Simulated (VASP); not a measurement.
# Nb (Im-3m) in VASP: notebook

Runs on Nb. Level: LDA. Tasks: single point, relaxation of cell and atoms.

Program: VASP 6.6.1. These are calculated values, not measurements. Logs are shortened: lines on timing, memory, paths and dates and some standing lists are left out, and cuts for length are marked.

### 1 The cell of the first run

The structure is cubic, space group Im-3m (No. 229). Conventional cell: a = 3.244 Å, b = 3.244 Å, c = 3.244 Å, α = 90.00°, β = 90.00°, γ = 90.00°. Nb (site symmetry m-3m) has 14 Nb at 2.81 to 3.24 Å within 3.7 Å.

### 2 Single point, LDA

Contents of INCAR:

```
SYSTEM = Nb
ALGO = Normal
EDIFF = 1E-6
ENCUT = 500
GGA = CA
GGA_COMPAT = .False.
ISIF = 2
ISMEAR = -1
LASPH = .True.
LCHARG = .False.
LREAL = .False.
LWAVE = .False.
NBANDS = 12
NELM = 120
PREC = Accurate
SIGMA = 0.02
```

Contents of KPOINTS:

```
k-points
0
Gamma
  9 9 9
  0 0 0
```

Contents of POSCAR:

```
Nb
1.0
   -1.6219619094      1.6219619094      1.6219619094
    1.6219619094     -1.6219619094      1.6219619094
    1.6219619094      1.6219619094     -1.6219619094
Nb
1
Direct
    0.0000000000      0.0000000000      0.0000000000
```

Potentials or basis: VASP PAW LDA potentials, release 64 (Nb_sv).

Run with:

```
$ cat potpaw_LDA.64/Nb_sv/POTCAR > POTCAR
$ mpirun -np 1 vasp_std > vasp.out
```

OUTCAR:

```text
SYSTEM = Nb
   EDIFF = 1E-6
   ENCUT = 500
   GGA = CA
   ISIF = 2
   ISMEAR = -1
   LASPH = .True.
   LREAL = .False.
   NELM = 120
   PREC = Accurate

 ion  position               nearest neighbor table
   1  0.000  0.000  0.000-

  LATTYP: Found a body centered cubic cell.
 ALAT       =     3.2439238188

  Lattice vectors:

 A1 = (  -1.6219619094,   1.6219619094,   1.6219619094)
 A2 = (   1.6219619094,  -1.6219619094,   1.6219619094)
 A3 = (   1.6219619094,   1.6219619094,  -1.6219619094)

Analysis of symmetry for initial positions (statically):
=====================================================================
 Subroutine PRICEL returns:
 Original cell was already a primitive cell.

 Routine SETGRP: Setting up the symmetry group for a
 body centered cubic supercell.

 Subroutine GETGRP returns: Found 48 space group operations
 (whereof 48 operations were pure point group operations)
 out of a pool of 48 trial point group operations.

The static configuration has the point symmetry O_h .

Analysis of symmetry for dynamics (positions and initial velocities):
=====================================================================
 Subroutine PRICEL returns:
 Original cell was already a primitive cell.

 Routine SETGRP: Setting up the symmetry group for a
 body centered cubic supercell.

 Subroutine GETGRP returns: Found 48 space group operations
 (whereof 48 operations were pure point group operations)
 out of a pool of 48 trial point group operations.

The dynamic configuration has the point symmetry O_h .

 Subroutine INISYM returns: Found 48 space group operations
 (whereof 48 operations are pure point group operations),
 and found     1 'primitive' translations

----------------------------------------------------------------------------------------

                                     Primitive cell

  volume of cell :      17.0680

  direct lattice vectors                    reciprocal lattice vectors
    -1.621961909  1.621961909  1.621961909     0.000000000  0.308268645  0.308268645
     1.621961909 -1.621961909  1.621961909     0.308268645  0.000000000  0.308268645
     1.621961909  1.621961909 -1.621961909     0.308268645  0.308268645  0.000000000

  length of vectors
     2.809320435  2.809320435  2.809320435     0.435957699  0.435957699  0.435957699

  position of ions in fractional coordinates (direct lattice)
     0.000000000  0.000000000  0.000000000

  ion indices of the primitive-cell ions
   primitive index   ion index
                 1           1

----------------------------------------------------------------------------------------

 KPOINTS: k-points

Automatic generation of k-mesh.
 Grid dimensions read from file:
 generate k-points for:    9    9    9

 Generating k-lattice:

  Cartesian coordinates                     Fractional coordinates (reciprocal lattice)
     0.000000000  0.034252072  0.034252072     0.111111111  0.000000000  0.000000000
     0.034252072  0.000000000  0.034252072     0.000000000  0.111111111  0.000000000
     0.034252072  0.034252072  0.000000000     0.000000000  0.000000000  0.111111111

  Length of vectors
     0.048439744  0.048439744  0.048439744

  Shift w.r.t. Gamma in fractional coordinates (k-lattice)
     0.000000000  0.000000000  0.000000000

 Subroutine IBZKPT returns following result:
 ===========================================

 Found     35 irreducible k-points:

 Following reciprocal coordinates:
            Coordinates               Weight
  0.000000  0.000000  0.000000      1.000000
  0.111111  0.000000  0.000000     12.000000
  0.222222  0.000000  0.000000     12.000000
  0.333333  0.000000  0.000000     12.000000
  0.444444  0.000000  0.000000     12.000000
  0.111111  0.111111  0.000000     24.000000
[... 16 lines left out ...]
 -0.333333  0.444444  0.111111     48.000000
 -0.444444 -0.444444  0.111111     24.000000
 [... further k-points ...]
   k-points           NKPTS =     35   k-points in BZ     NKDIM =     35   number of bands    NBANDS=     12
   number of dos      NEDOS =    301   number of ions     NIONS =      1
   total plane-waves  NPLWV =   8000
   dimension x,y,z NGX =    20 NGY =   20 NGZ =   20
   dimension x,y,z NGXF=    40 NGYF=   40 NGZF=   40
   ions per type =               1
   NGX,Y,Z   is equivalent  to a cutoff of  11.84, 11.84, 11.84 a.u.
   NGXF,Y,Z  is equivalent  to a cutoff of  23.67, 23.67, 23.67 a.u.
 SYSTEM =  Nb
   PREC   = accura    normal or accurate (medium, high low for compatibility)
   ISTART =      0    job   : 0-new  1-cont  2-samecut
   ICHARG =      2    charge: 1-file 2-atom 10-const
   ISPIN  =      1    spin polarized calculation?
   LNONCOLLINEAR =      F non collinear calculations
   LSORBIT =      F    spin-orbit coupling
   LASPH  =      T    aspherical Exc in radial PAW
   ENCUT  =  500.0 eV  36.75 Ry    6.06 a.u.   5.12  5.12  5.12*2*pi/ulx,y,z
   NELM   =    120;   NELMIN=  2; NELMDL= -5     # of ELM steps
   EDIFF  = 0.1E-05   stopping-criterion for ELM
   LREAL  =      F    real-space projection
   EDIFFG = 0.1E-04   stopping-criterion for IOM
   NSW    =      0    number of steps for IOM
   IBRION =     -1    ionic relax: 0-MD 1-quasi-New 2-CG
   NFREE  =      0    steps in history (QN), initial steepest desc. (CG)
   ISIF   =      2    stress and relaxation
   ISYM   =      2    0-nonsym 1-usesym 2-fastsym
   POTIM  = 0.5000    time-step for ionic-motion
   TEBEG  =    0.0;   TEEND  =   0.0 temperature during run
   PSTRESS=    0.0 pullay stress
   NELECT =      13.0000    total number of electrons
   NUPDOWN=      -1.0000    fix difference up-down
   EMIN   =  10.00;   EMAX   =-10.00  energy-range for DOS
   EFERMI =   0.00;   METHOD = LEGACY
   ISMEAR =    -1;   SIGMA  =   0.02  broadening in eV -4-tet -1-fermi 0-gaus
   EFERMI_NEDOS =   21; number of points for ismear=-14 and -15
   IALGO  =     38    algorithm
   IMIX   =      4    mixing-type and parameters
     AMIX     =   0.40;   BMIX     =  1.00
     AMIX_MAG =   1.60;   BMIX_MAG =  1.00
  volume/ion in A,a.u.               =      17.07       115.18
  Fermi-wavevector in a.u.,A,eV,Ry     =   1.495072  2.825275 30.412271  2.235239
  Thomas-Fermi vector in A             =   2.607263
   LORBIT       =      0    0 simple, 1 ext, 2 COOP (PROOUT), +10 PAW based schemes
   GGA     = CA    functional components
   LHFCALC =     F    Hartree Fock is set to
   AEXX    =    0.0000 exact exchange contribution
   IVDW    =     0    specifies the selected vdW correction
   LEPSILON=     F    determine dielectric tensor
   LRPA    =     F    only Hartree local field effects (RPA)
 non-spin polarized calculation
  energy-cutoff  :      500.00
  volume of cell :       17.07
 maximum number of plane-waves:       444
   NGX = 11   NGY = 11   NGZ = 11

 number of electron      12.9999998 magnetization

 Free energy of the ion-electron system (eV)
  ---------------------------------------------------
  ext. energy  EPLUGINS =         0.00000000
  ---------------------------------------------------
  free energy    TOTEN  =       -11.26888202 eV

  energy without entropy =      -11.26737530  energy(sigma->0) =      -11.26812866

 E-fermi :  11.7866     XC(G=0): -12.9926

 val. band max:       11.7660919519   @ k =   0.1111   0.0000   0.0000
 cond. band min:      11.8336831994   @ k =   0.3333   0.2222  -0.0000
 fundamental gap:      0.0675912475
 Fermi energy:        11.7866447772

 k-point     1 :       0.0000    0.0000    0.0000
  band No.  band energies     occupation
      1     -42.2354      2.00000
      2     -17.5566      2.00000
      3     -17.5566      2.00000
      4     -17.5566      2.00000
      5       5.7510      2.00000
      6      12.0890      0.00000
      7      12.0890      0.00000
      8      12.0890      0.00000
      9      15.1738      0.00000
     10      15.1738      0.00000
     11      26.1452      0.00000
     12      26.1452      0.00000

 k-point     2 :       0.1111    0.0000    0.0000
  band No.  band energies     occupation
      1     -42.1999      2.00000
      2     -17.7625      2.00000
      3     -17.6185      2.00000
      4     -17.5587      2.00000
      5       6.2790      2.00000
      6      11.7661      1.47292
      7      11.9884      0.00008
      8      12.6109      0.00000
      9      14.7454      0.00000
     10      15.1786      0.00000
     11      26.5580      0.00000
     12      27.0667      0.00000

 k-point     3 :       0.2222    0.0000    0.0000
  band No.  band energies     occupation
      1     -42.1087      2.00000
      2     -18.2629      2.00000
      3     -17.7721      2.00000
      4     -17.5640      2.00000
      5       7.4809      2.00000
      6      11.0520      2.00000
      7      11.6500      1.99784
      8      14.0949      0.00000
      9      14.5542      0.00000
     10      15.2802      0.00000
     11      26.7150      0.00000
     12      28.5985      0.00000
[... 286 lines left out ...]
 k-point    23 :      -0.3333    0.4444    0.1111
  band No.  band energies     occupation
      1     -41.9039      2.00000
      2     -18.8929      2.00000
      3     -18.2373      2.00000
      4     -17.8150      2.00000
      5       9.0506      2.00000
      6      10.4663      2.00000
      7      11.5382      1.99999
      8      14.0220      0.00000
      9      16.4319      0.00000
     10      18.6247      0.00000
     11      25.0176      0.00000
     12      27.5193      0.00000

 k-point    24 :      -0.4444   -0.4444    0.1111
  band No.  band energies     occupation
      1     -41.8712      2.00000
      2     -19.0129      2.00000
      3     -18.3191      2.00000
      4     -17.8142      2.00000
      5       8.8248      2.00000
      6      10.7995      2.00000
      7      11.3064      2.00000
      8      14.1435      0.00000
      9      17.2770      0.00000
     10      20.3623      0.00000
     11      23.6894      0.00000
     12      26.2919      0.00000

 [... further k-points ...]
[... 5 lines left out ...]
  --------------------------------------------------------------------------------------
  -------------------------------------------------------------------------------------
  Total       -0.0207954     -0.0207954     -0.0207954     -0.0000000      0.0000000     -0.0000000
  in kB       -1.9520719     -1.9520719     -1.9520719     -0.0000000      0.0000000     -0.0000000
  external PRESSURE =      -1.9520719 kB  Pullay stress =       0.0000000 kB

 VOLUME and BASIS-vectors are now :
 -----------------------------------------------------------------------------
  energy-cutoff  :      500.00
  volume of cell :       17.07
      direct lattice vectors                 reciprocal lattice vectors
    -1.621961909  1.621961909  1.621961909     0.000000000  0.308268645  0.308268645
     1.621961909 -1.621961909  1.621961909     0.308268645  0.000000000  0.308268645
     1.621961909  1.621961909 -1.621961909     0.308268645  0.308268645  0.000000000

 POSITION                                       TOTAL-FORCE (eV/Angst)
 -----------------------------------------------------------------------------------
      0.00000      0.00000      0.00000         0.000000      0.000000      0.000000
 -----------------------------------------------------------------------------------
    total drift:                                0.000000     -0.000000     -0.000000

  FREE ENERGIE OF THE ION-ELECTRON SYSTEM (eV)
  ---------------------------------------------------
  free  energy   TOTEN  =       -11.2688820226 eV

  energy  without entropy=      -11.2673753044  energy(sigma->0) =      -11.26812866
```

Run time: 8.4 s. Hardware: 1 thread of Intel Xeon 8259CL, shared host; peak memory 0.12 GiB.

Results:

| Property | Result |
| --- | --- |
| Free energy | -11.2689 eV |
| Pressure | -0.2 GPa |

(Part 1 of 2 ends here.)
